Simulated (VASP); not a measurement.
Input of a VASP 6.6.1 run:

Contents of INCAR:

```
PREC = Accurate
ENCUT = 520
EDIFF = 1E-6
ISMEAR = 0
SIGMA = 0.02
LREAL = False
LASPH = True
NELM = 60
ALGO = Normal
ISIF = 2
LWAVE = False
LCHARG = False
GGA = PE
NBANDS = 11
```

The input KPOINTS:

```
Automatic mesh
0
Gamma
  8 8 8
```

Contents of POSCAR:

```
MgS
1.0
    0.0000000000      2.8486070147      2.8486070147
    2.8486070147      0.0000000000      2.8486070147
    2.8486070147      2.8486070147      0.0000000000
Mg S
1 1
Direct
    0.0000000000      0.0000000000      0.0000000000
    0.2500000000      0.2500000000      0.2500000000
```

Potentials or basis: VASP PAW PBE potentials, release 64 (Mg, S).

Command:

```bash
$ cat potpaw_PBE.64/Mg/POTCAR potpaw_PBE.64/S/POTCAR > POTCAR
$ mpirun -np 1 vasp_std > vasp.out
```

(1) What does it give for the band gap on the k mesh?

(2) Predict the pressure.

Answers

(1) 3.37 eV.

(2) -0.1 GPa.
